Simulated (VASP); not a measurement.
Crystal: Co.

```
CELL_PARAMETERS angstrom
0.00000 2.46343 2.46343
2.46343 0.00000 2.46343
2.46343 2.46343 0.00000
ATOMIC_POSITIONS crystal
Co 0.12500 0.12500 0.12500
Co 0.87500 0.87500 0.87500
```

* Program: VASP 6.6.1
* Task: relaxation of cell and atoms
* Functional: RPBE
* Potentials or basis: VASP PAW PBE potentials, release 64 (Co)
* Cutoff: 600 eV
* k mesh: 11 × 11 × 11
* Occupations: fermi-dirac, width 0.1 eV
* Spin: no spin polarisation

At the start: pressure 2.5 GPa; volume 14.95 Å³/atom.

Problem. How do energy, volume and symmetry change on relaxing?

Solution. Over 3 steps the energy falls by 2.4 meV/atom and the volume is 15.27 Å³/atom (+2.1 %); space group Fd-3m (No. 227, to 0.05 Å).

Step by step:
```tsv
step	energy change (eV)	largest force (eV/Å)	pressure (GPa)	volume (Å³)
1	0.0000	0.0000	2.50	29.90
2	-0.0032	0.0000	-1.42	30.92
3	-0.0049	0.0000	-0.02	30.53
```

Final structure:
```
Co
1.0
     0.00000    2.48077    2.48077
     2.48077    0.00000    2.48077
     2.48077    2.48077    0.00000
Co
2
Direct
  0.12500 0.12500 0.12500
  0.87500 0.87500 0.87500
```

Caveat: the PAW data sets were made with another functional, which shifts forces and pressure a little; the run has no spin polarisation, though such a crystal can be magnetic.
